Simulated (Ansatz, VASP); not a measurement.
# One calculation of BN, two programs

```
B N
1.0
     2.49824    0.00000    0.00000
    -1.24912    2.16354    0.00000
     0.00000    0.00000    6.63570
B N
2 2
Direct
  0.33333 0.66667 0.25000
  0.66667 0.33333 0.75000
  0.33333 0.66667 0.75000
  0.66667 0.33333 0.25000
```

Alike in both runs: task single point; functional LDA; k mesh 8 × 8 × 3; no spin polarisation.

```csv
,VASP,Ansatz
version,VASP 6.6.1,Ansatz 0.2.0
potentials or method,"VASP PAW LDA potentials, release 64 (B, N)","plane waves, PAW"
plane-wave cutoff (eV),520,420
occupations,"gaussian, width 0.01 eV",fixed
valence electrons in the cell,16,16
```

```tsv
	VASP	Ansatz	Ansatz less VASP
pressure (GPa)	-2.5	-2.9	-0.43
traceless stress, the component that is largest in VASP (GPa)	1.77	2.40	+0.631
```

LDA's correlation is that of Perdew and Zunger in VASP and of Perdew and Wang (1992) in Ansatz. Ansatz's warnings: structure snapped to symmetry.
